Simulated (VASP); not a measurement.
A run of VASP 6.6.1 is set up as follows.

POSCAR

```
CsBr
1.0
    4.3195965033      0.0000000000      0.0000000000
    0.0000000000      4.3195965033      0.0000000000
    0.0000000000      0.0000000000      4.3195965033
Cs Br
1 1
Direct
    0.0000000000      0.0000000000      0.0000000000
    0.5000000000      0.5000000000      0.5000000000
```

File INCAR.step1:

```
PREC = Accurate
ENCUT = 550
ISMEAR = -1
SIGMA = 0.02
LREAL = False
LASPH = True
NELM = 120
NBANDS = 15
GGA = PE
ALGO = Normal
EDIFF = 1E-5
LWAVE = True
LCHARG = False
GGA_COMPAT = False
```

Contents of INCAR.step2:

```
PREC = Accurate
ENCUT = 550
EDIFF = 1E-6
ISMEAR = -1
SIGMA = 0.02
LREAL = False
LASPH = True
NELM = 120
ALGO = Normal
ISIF = 2
LWAVE = False
LCHARG = False
METAGGA = R2SCAN
LMIXTAU = True
NBANDS = 15
ISTART = 1
GGA_COMPAT = False
```

Contents of KPOINTS:

```
Automatic mesh
0
Gamma
  6 6 6
```

Potentials or basis: VASP PAW PBE potentials, release 64 (Cs_sv, Br).

Run with:

```sh
$ cat potpaw_PBE.64/Cs_sv/POTCAR potpaw_PBE.64/Br/POTCAR > POTCAR
$ cp INCAR.step1 INCAR
$ mpirun -np 1 vasp_std > vasp.out
$ cp INCAR.step2 INCAR
$ mpirun -np 1 vasp_std > vasp.out
```

Problem. Predict the pressure.

Solution. 0.1 GPa.

Problem. What does it give for the band gap on the k mesh?

Solution. 5.19 eV.

Caveat: the PAW data sets were made with another functional, which shifts forces and pressure a little; spin-orbit coupling is left out, which moves the levels of the heavy elements. A k mesh can miss the band edges.
